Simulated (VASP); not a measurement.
# Zr2MnN2 (I4/mmm) in VASP: single point with PBE

Aim: the single point of Zr2MnN2 with PBE.

Everything below comes from runs of VASP 6.6.1. Logs are shortened: lines on timing, memory, paths and dates and some standing lists are left out, and cuts for length are marked.

### 1 The cell of the first run

It takes space group I4/mmm (No. 139, tetragonal). The conventional cell has a = 3.241 Å, b = 3.241 Å, c = 11.898 Å, α = 90.00°, β = 90.00°, γ = 90.00°. Zr (site symmetry 4mm) has 5 N at 2.25 to 2.30 Å and 4 Mn at 2.89 Å within 3.0 Å. Mn (site symmetry 4/mmm) has 2 N at 1.94 Å within 2.6 Å. Within 2.6 Å of N (site symmetry 4mm) lie 1 Mn at 1.94 Å and 5 Zr at 2.25 to 2.30 Å.

### 2 Single point, PBE, collinear spin, ferromagnetic start

INCAR

```
PREC = Accurate
ENCUT = 600
EDIFF = 1E-6
ISMEAR = 0
SIGMA = 0.1
LREAL = F
LASPH = T
NELM = 200
ALGO = Normal
ISIF = 2
LWAVE = F
LCHARG = F
ISPIN = 2
MAGMOM = 0 0 2.11 0 0
LORBIT = 11
LMAXMIX = 4
GGA = PE
NBANDS = 36
GGA_COMPAT = F
KPAR = 4
```

KPOINTS

```
regular mesh
0
Gamma
  14 14 14
```

POSCAR

```
Zr2MnN2
1.0
   -1.6203504780      1.6203504780      5.9488839870
    1.6203504780     -1.6203504780      5.9488839870
    1.6203504780      1.6203504780     -5.9488839870
Zr Mn N
2 1 2
Direct
    0.3516247007      0.3516247007      0.0000000000
    0.6483752993      0.6483752993      0.0000000000
    0.0000000000      0.0000000000      0.0000000000
    0.1626690385      0.1626690385      0.0000000000
    0.8373309615      0.8373309615      0.0000000000
```

Potentials or basis: VASP PAW PBE potentials, release 64 (Zr_sv, Mn_pv, N).

Started as:

```console
$ cat potpaw_PBE.64/Zr_sv/POTCAR potpaw_PBE.64/Mn_pv/POTCAR potpaw_PBE.64/N/POTCAR > POTCAR
$ mpirun -np 4 vasp_std > vasp.out
```

OUTCAR:

```text
PREC = Accurate
   ENCUT = 600
   EDIFF = 1E-6
   ISMEAR = 0
   LREAL = F
   LASPH = T
   NELM = 200
   ISIF = 2
   ISPIN = 2
   LORBIT = 11
   GGA = PE

 ion  position               nearest neighbor table
   1  0.352  0.352  0.000-   4 2.25   5 2.30   5 2.30   5 2.30   5 2.30   3 2.89   3 2.89   3 2.89
                             3 2.89   2 3.33   2 3.33   2 3.33   2 3.33   2 3.53
   2  0.648  0.648  0.000-   5 2.25   4 2.30   4 2.30   4 2.30   4 2.30   3 2.89   3 2.89   3 2.89
                             3 2.89   1 3.33   1 3.33   1 3.33   1 3.33   1 3.53
   3  0.000  0.000  0.000-   4 1.94   5 1.94   2 2.89   1 2.89   2 2.89   2 2.89   2 2.89   1 2.89
                             1 2.89   1 2.89
   4  0.163  0.163  0.000-   3 1.94   1 2.25   2 2.30   2 2.30   2 2.30   2 2.30
   5  0.837  0.837  0.000-   3 1.94   2 2.25   1 2.30   1 2.30   1 2.30   1 2.30

  LATTYP: Found a body centered tetragonal cell.
 ALAT       =     3.2407009560
 C/A-ratio  =     3.6713563317

  Lattice vectors:

 A1 = (  -1.6203504780,   1.6203504780,   5.9488839870)
 A2 = (   1.6203504780,  -1.6203504780,   5.9488839870)
 A3 = (   1.6203504780,   1.6203504780,  -5.9488839870)

Analysis of symmetry for initial positions (statically):
=====================================================================
 Subroutine PRICEL returns:
 Original cell was already a primitive cell.

 Routine SETGRP: Setting up the symmetry group for a
 body centered tetragonal supercell.

 Subroutine GETGRP returns: Found 16 space group operations
 (whereof 16 operations were pure point group operations)
 out of a pool of 16 trial point group operations.

The static configuration has the point symmetry D_4h.

Analysis of symmetry for dynamics (positions and initial velocities):
=====================================================================
 Subroutine PRICEL returns:
 Original cell was already a primitive cell.

 Routine SETGRP: Setting up the symmetry group for a
 body centered tetragonal supercell.

 Subroutine GETGRP returns: Found 16 space group operations
 (whereof 16 operations were pure point group operations)
 out of a pool of 16 trial point group operations.

The dynamic configuration has the point symmetry D_4h.

Analysis of structural, dynamic, and magnetic symmetry:
=====================================================================
 Subroutine PRICEL returns:
 Original cell was already a primitive cell.

 Routine SETGRP: Setting up the symmetry group for a
 body centered tetragonal supercell.

 Subroutine GETGRP returns: Found 16 space group operations
 (whereof 16 operations were pure point group operations)
 out of a pool of 16 trial point group operations.

The overall configuration has the point symmetry D_4h.

 Subroutine INISYM returns: Found 16 space group operations
 (whereof 16 operations are pure point group operations),
 and found     1 'primitive' translations

----------------------------------------------------------------------------------------

                                     Primitive cell

  volume of cell :      62.4760

  direct lattice vectors                    reciprocal lattice vectors
    -1.620350478  1.620350478  5.948883987     0.000000000  0.308575217  0.084049378
     1.620350478 -1.620350478  5.948883987     0.308575217  0.000000000  0.084049378
     1.620350478  1.620350478 -5.948883987     0.308575217  0.308575217  0.000000000

  length of vectors
     6.374973885  6.374973885  6.374973885     0.319817076  0.319817076  0.436391257

  position of ions in fractional coordinates (direct lattice)
     0.351624701  0.351624701  0.000000000
     0.648375299  0.648375299  0.000000000
     0.000000000  0.000000000  0.000000000
     0.162669038  0.162669038  0.000000000
     0.837330962  0.837330962  0.000000000

  ion indices of the primitive-cell ions
   primitive index   ion index
                 1           1
                 2           2
                 3           3
                 4           4
                 5           5

----------------------------------------------------------------------------------------

 KPOINTS: regular mesh

Automatic generation of k-mesh.
 Grid dimensions read from file:
 generate k-points for:   14   14   14

 Generating k-lattice:

  Cartesian coordinates                     Fractional coordinates (reciprocal lattice)
     0.000000000  0.022041087  0.006003527     0.071428571  0.000000000  0.000000000
     0.022041087  0.000000000  0.006003527     0.000000000  0.071428571  0.000000000
     0.022041087  0.022041087  0.000000000     0.000000000  0.000000000  0.071428571

  Length of vectors
     0.022844077  0.022844077  0.031170804

  Shift w.r.t. Gamma in fractional coordinates (k-lattice)
     0.000000000  0.000000000  0.000000000

 Subroutine IBZKPT returns following result:
 ===========================================

 Found    244 irreducible k-points:

 Following reciprocal coordinates:
            Coordinates               Weight
  0.000000  0.000000  0.000000      1.000000
  0.071429  0.000000  0.000000      8.000000
  0.142857 -0.000000  0.000000      8.000000
  0.214286 -0.000000  0.000000      8.000000
  0.285714  0.000000  0.000000      8.000000
  0.357143 -0.000000  0.000000      8.000000
[... 16 lines left out ...]
  0.214286  0.142857  0.000000     16.000000
  0.285714  0.142857  0.000000     16.000000
 [... further k-points ...]
   k-points           NKPTS =    244   k-points in BZ     NKDIM =    244   number of bands    NBANDS=     36
   number of dos      NEDOS =    301   number of ions     NIONS =      5
   total plane-waves  NPLWV = 157464
   dimension x,y,z NGX =    54 NGY =   54 NGZ =   54
   dimension x,y,z NGXF=   108 NGYF=  108 NGZF=  108
   ions per type =               2   1   2
   NGX,Y,Z   is equivalent  to a cutoff of  14.08, 14.08, 14.08 a.u.
   NGXF,Y,Z  is equivalent  to a cutoff of  28.16, 28.16, 28.16 a.u.
 SYSTEM =  unknown system
   PREC   = accura    normal or accurate (medium, high low for compatibility)
   ISTART =      0    job   : 0-new  1-cont  2-samecut
   ICHARG =      2    charge: 1-file 2-atom 10-const
   ISPIN  =      2    spin polarized calculation?
   LNONCOLLINEAR =      F non collinear calculations
   LSORBIT =      F    spin-orbit coupling
   LASPH  =      T    aspherical Exc in radial PAW
   ENCUT  =  600.0 eV  44.10 Ry    6.64 a.u.  12.73 12.73 12.73*2*pi/ulx,y,z
   NELM   =    200;   NELMIN=  2; NELMDL= -5     # of ELM steps
   EDIFF  = 0.1E-05   stopping-criterion for ELM
   LREAL  =      F    real-space projection
   EDIFFG = 0.1E-04   stopping-criterion for IOM
   NSW    =      0    number of steps for IOM
   IBRION =     -1    ionic relax: 0-MD 1-quasi-New 2-CG
   NFREE  =      0    steps in history (QN), initial steepest desc. (CG)
   ISIF   =      2    stress and relaxation
   ISYM   =      2    0-nonsym 1-usesym 2-fastsym
   POTIM  = 0.5000    time-step for ionic-motion
   TEBEG  =    0.0;   TEEND  =   0.0 temperature during run
   PSTRESS=    0.0 pullay stress
   NELECT =      47.0000    total number of electrons
   NUPDOWN=      -1.0000    fix difference up-down
   EMIN   =  10.00;   EMAX   =-10.00  energy-range for DOS
   EFERMI =   0.00;   METHOD = LEGACY
   ISMEAR =     0;   SIGMA  =   0.10  broadening in eV -4-tet -1-fermi 0-gaus
   EFERMI_NEDOS =   21; number of points for ismear=-14 and -15
   IALGO  =     38    algorithm
   IMIX   =      4    mixing-type and parameters
     AMIX     =   0.40;   BMIX     =  1.00
     AMIX_MAG =   1.60;   BMIX_MAG =  1.00
  volume/ion in A,a.u.               =      12.50        84.32
  Fermi-wavevector in a.u.,A,eV,Ry     =   1.488914  2.813640 30.162283  2.216865
  Thomas-Fermi vector in A             =   2.601889
   LORBIT       =     11    0 simple, 1 ext, 2 COOP (PROOUT), +10 PAW based schemes
   GGA     = PE    functional components
   LHFCALC =     F    Hartree Fock is set to
   AEXX    =    0.0000 exact exchange contribution
   IVDW    =     0    specifies the selected vdW correction
   LEPSILON=     F    determine dielectric tensor
   LRPA    =     F    only Hartree local field effects (RPA)
 spin polarized calculation
 Gauss-broadening in eV      SIGMA  =   0.10
  energy-cutoff  :      600.00
  volume of cell :       62.48
 maximum number of plane-waves:      2131
 NGX is ok and might be reduce to    54
   NGX = 25   NGY = 25   NGZ = 25

 number of electron      47.0000003 magnetization       2.0541925

 Free energy of the ion-electron system (eV)
  ---------------------------------------------------
  ext. energy  EPLUGINS =         0.00000000
  ---------------------------------------------------
  free energy    TOTEN  =       -49.44020661 eV

  energy without entropy =      -49.42708254  energy(sigma->0) =      -49.43364457

 E-fermi :  10.6148     XC(G=0): -12.4429

 val. band max:       10.6135074789   @ k =   0.5000   0.1429   0.0000
 cond. band min:      10.6168851978   @ k =  -0.3571   0.5000   0.1429
 fundamental gap:      0.0033777189
 Fermi energy:        10.6148012680

 spin component 1

 k-point     1 :       0.0000    0.0000    0.0000
  band No.  band energies     occupation
      1     -38.7915      1.00000
      2     -38.5586      1.00000
      3     -38.4464      1.00000
      4     -38.2566      1.00000
      5     -38.2566      1.00000
      6     -16.8564      1.00000
[... 27 lines left out ...]
     34      14.6975      0.00000
     35      15.2114      0.00000

 k-point     2 :       0.0714    0.0000    0.0000
  band No.  band energies     occupation
      1     -38.7899      1.00000
      2     -38.5562      1.00000
      3     -38.4470      1.00000
      4     -38.2565      1.00000
      5     -38.2564      1.00000
      6     -16.8525      1.00000
[... 27 lines left out ...]
     34      14.8905      0.00000
     35      15.3517      0.00000
[... 796 lines left out ...]
     34      16.6085      0.00000
     35      17.2362      0.00000

 k-point    24 :       0.2857    0.1429    0.0000
  band No.  band energies     occupation
      1     -38.7677      1.00000
      2     -38.5138      1.00000
      3     -38.4561      1.00000
      4     -38.2618      1.00000
      5     -38.2494      1.00000
      6     -16.9097      1.00000
[... 27 lines left out ...]
     34      16.8553      0.00000
     35      17.3072      0.00000

 [... further k-points ...]

 spin component 2

 k-point     1 :       0.0000    0.0000    0.0000
  band No.  band energies     occupation
      1     -38.6267      1.00000
      2     -38.5542      1.00000
      3     -36.3828      1.00000
      4     -35.8147      1.00000
      5     -35.8147      1.00000
      6     -16.9629      1.00000
[... 27 lines left out ...]
     34      14.9937      0.00000
     35      15.1405      0.00000

 k-point     2 :       0.0714    0.0000    0.0000
  band No.  band energies     occupation
      1     -38.6236      1.00000
      2     -38.5525      1.00000
      3     -36.3830      1.00000
      4     -35.8157      1.00000
      5     -35.8145      1.00000
      6     -16.9583      1.00000
[... 27 lines left out ...]
     34      15.1536      0.00000
     35      15.2951      0.00000
[... 796 lines left out ...]
     34      16.6011      0.00000
     35      17.3789      0.00000

 k-point    24 :       0.2857    0.1429    0.0000
  band No.  band energies     occupation
      1     -38.5725      1.00000
      2     -38.5306      1.00000
      3     -36.3853      1.00000
      4     -35.8283      1.00000
      5     -35.8178      1.00000
      6     -16.9881      1.00000
[... 27 lines left out ...]
     34      16.8988      0.00000
     35      17.4481      0.00000

 [... further k-points ...]

 [bands above 35 left out]

------------------------ aborting loop because EDIFF is reached ----------------------------------------

  FORCE on cell =-STRESS in cart. coord.  units (eV):
  Direction    XX          YY          ZZ          XY          YZ          ZX
  --------------------------------------------------------------------------------------
  -------------------------------------------------------------------------------------
  Total        0.0406676      0.0406676      0.1578984      0.0000000     -0.0000000      0.0000000
  in kB        1.0429067      1.0429067      4.0492516      0.0000000     -0.0000000      0.0000000
  external PRESSURE =       2.0450217 kB  Pullay stress =       0.0000000 kB

 VOLUME and BASIS-vectors are now :
 -----------------------------------------------------------------------------
  energy-cutoff  :      600.00
  volume of cell :       62.48
      direct lattice vectors                 reciprocal lattice vectors
    -1.620350478  1.620350478  5.948883987     0.000000000  0.308575217  0.084049378
     1.620350478 -1.620350478  5.948883987     0.308575217  0.000000000  0.084049378
     1.620350478  1.620350478 -5.948883987     0.308575217  0.308575217  0.000000000

 POSITION                                       TOTAL-FORCE (eV/Angst)
 -----------------------------------------------------------------------------------
      0.00000      0.00000      4.18355         0.000000      0.000000      0.006895
      0.00000      0.00000      7.71422         0.000000      0.000000     -0.006895
      0.00000      0.00000      0.00000         0.000000      0.000000     -0.000000
      0.00000      0.00000      1.93540        -0.000000     -0.000000      0.037747
      0.00000      0.00000      9.96237        -0.000000     -0.000000     -0.037747
 -----------------------------------------------------------------------------------
    total drift:                                0.000000     -0.000000      0.000000

  FREE ENERGIE OF THE ION-ELECTRON SYSTEM (eV)
  ---------------------------------------------------
  free  energy   TOTEN  =       -49.4402066104 eV

  energy  without entropy=      -49.4270825367  energy(sigma->0) =      -49.43364457

 total charge

# of ion       s       p       d       tot
------------------------------------------
    1        2.169   6.028   1.620   9.817
    2        2.169   6.028   1.620   9.817
    3        0.344   6.339   5.142  11.824
    4        1.241   2.486   0.000   3.727
    5        1.241   2.486   0.000   3.727
--------------------------------------------------
tot          7.163  23.367   8.382  38.912

 magnetization (x)

# of ion       s       p       d       tot
------------------------------------------
    1       -0.006  -0.003  -0.103  -0.111
    2       -0.006  -0.003  -0.103  -0.111
    3        0.018   0.004   2.249   2.271
    4       -0.001   0.024   0.000   0.023
    5       -0.001   0.024   0.000   0.023
--------------------------------------------------
tot          0.004   0.046   2.044   2.094
```

Run time: 33 min. Hardware: 4 MPI ranks of Intel Xeon Platinum 8488C (Sapphire Rapids), shared host; peak memory 1.3 GiB.

Results:

```
Free energy                                           : -49.4402 eV
Pressure                                              : 0.2 GPa
Largest force                                         : 0.038 eV/Å
Net moment                                            : 2.05 μB per cell
Site moments                                          : Zr -0.11; Mn +2.27; N +0.02 μB
Valence electrons inside the program's atomic spheres : Zr 9.82; Mn 11.82; N 3.73
```

Forces on the atoms (eV/Å):
```
Zr   0.000  0.000  0.007
Zr   0.000  0.000 -0.007
Mn   0.000  0.000  0.000
N    0.000  0.000  0.038
N    0.000  0.000 -0.038
```

Levels at points of the mesh, in eV from the Fermi level:
Spin up:
```
           k point  band 23  band 24  band 25  band 26  band 27  band 28
(0.00, 0.00, 0.00)    -1.60    -1.60    -1.02    -0.01     0.77     2.65
(0.50, 0.00, 0.00)    -1.01    -0.78    -0.42     2.97     3.00     3.08
(0.50, 0.50, 0.00)    -1.03    -0.66    -0.08     0.23     2.05     3.28
(0.50, 0.50, 0.50)    -1.00    -1.00    -0.52    -0.52     1.22     1.22
```
Spin down:
```tsv
k point	band 20	band 21	band 22	band 23	band 24	band 25
(0.00, 0.00, 0.00)	-2.53	-2.38	-2.25	-0.12	-0.12	0.57
(0.50, 0.00, 0.00)	-2.06	-0.91	-0.32	0.44	1.28	1.61
(0.50, 0.50, 0.00)	-2.11	-2.03	-1.49	-0.10	0.23	1.47
(0.50, 0.50, 0.50)	-3.01	-2.99	-1.10	0.46	0.64	1.14
```

Caveat: a cell with one magnetic atom can't hold antiferromagnetic order, which such compounds often take.
